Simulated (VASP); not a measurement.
## Te2Mo2Pt: relaxation of cell and atoms with PBE

Crystal: Te2Mo2Pt.

```
Te Mo Pt
1.0
     3.20239    0.00000    0.00000
    -1.60119    2.77335    0.00000
     0.00000    0.00000   12.33710
Te Mo Pt
2 2 1
Direct
  0.66667 0.33333 0.32982
  0.33333 0.66667 0.67018
  0.33333 0.66667 0.17064
  0.66667 0.33333 0.82936
  0.00000 0.00000 0.00000
```

| Item | Value |
| --- | --- |
| Program | VASP 6.6.1 |
| Task | relaxation of cell and atoms |
| Functional | PBE |
| Potentials or basis | VASP PAW PBE potentials, release 64 (Te, Mo_sv, Pt) |
| Cutoff | 600 eV |
| k mesh | 12 × 12 × 4 |
| Occupations | gaussian, width 0.1 eV |
| Spin | no spin polarisation |
| Dipole correction | no |
| Further INCAR settings | ALGO = Fast; EDIFF = 1e-06; IBRION = 2; EDIFFG = -0.01; NSW = 100; ISIF = 3 |

```json
{
  "Relaxed volume": "21.99 Å³/atom",
  "Relaxed cell": "a = 3.212 Å, b = 3.212 Å, c = 12.307 Å, α = 90.00°, β = 90.00°, γ = 120.00°",
  "Space group after relaxing (to 0.05 Å)": "P-3m1 (No. 164)",
  "Energy gained by relaxing": "0.2 meV/atom",
  "Ionic steps": "5",
  "Pressure after relaxing": "0.0 GPa",
  "Largest force after relaxing": "0.009 eV/Å",
  "Band gap on the k mesh": "zero (band 25 reaches 9.23 eV, above the bottom of band 26 at 8.87 eV)"
}
```

Forces on the atoms (eV/Å):
```
Te   0.000  0.000 -0.002
Te   0.000  0.000  0.002
Mo   0.000  0.000 -0.009
Mo   0.000  0.000  0.009
Pt   0.000  0.000  0.000
```

The path:
```csv
step,energy change (eV),largest force (eV/Å),pressure (GPa),volume (Å³)
1,0.0000,0.0488,0.35,109.57
2,0.0003,0.0912,-0.59,110.33
3,-0.0005,0.0237,-0.07,109.91
4,-0.0009,0.0128,-0.03,109.94
5,-0.0010,0.0088,0.02,109.97
```

Final structure:
```yaml
crystal:
  lattice:
    - [3.21206, 0.00000, 0.00000]
    - [-1.60603, 2.78172, 0.00000]
    - [0.00000, 0.00000, 12.30733]
  atoms:
    - { symbol: Te, position: [0.66667, 0.33333, 0.32978] }
    - { symbol: Te, position: [0.33333, 0.66667, 0.67022] }
    - { symbol: Mo, position: [0.33333, 0.66667, 0.17037] }
    - { symbol: Mo, position: [0.66667, 0.33333, 0.82963] }
    - { symbol: Pt, position: [0.00000, 0.00000, 0.00000] }
```

Levels at points of the mesh, in eV from the Fermi level:
```csv
k point,band 21,band 22,band 23,band 24,band 25,band 26,band 27,band 28,band 29,band 30
"(0.00, 0.00, 0.00)",-1.31,-1.31,-0.39,-0.39,0.02,0.02,0.32,0.61,0.61,3.94
"(0.50, 0.00, 0.00)",-1.49,-1.46,-1.17,-0.92,0.14,0.49,1.36,1.84,1.87,2.04
"(0.00, 0.00, 0.50)",-1.31,-1.13,-0.39,-0.39,0.02,0.02,0.20,0.61,0.61,3.90
"(0.50, 0.00, 0.50)",-1.45,-1.38,-1.19,-0.93,0.05,0.45,1.39,1.84,1.87,2.12
```

It took 13 min on 1 thread of Intel(R) Xeon(R) Platinum 8488C (Sapphire Rapids), with other jobs on the host, peak memory 0.47 GiB.

Caveat: spin-orbit coupling is left out, which moves the levels of the heavy elements; this functional lacks dispersion, which binds the layers, so the pressure and a relaxed spacing across them are unreliable.
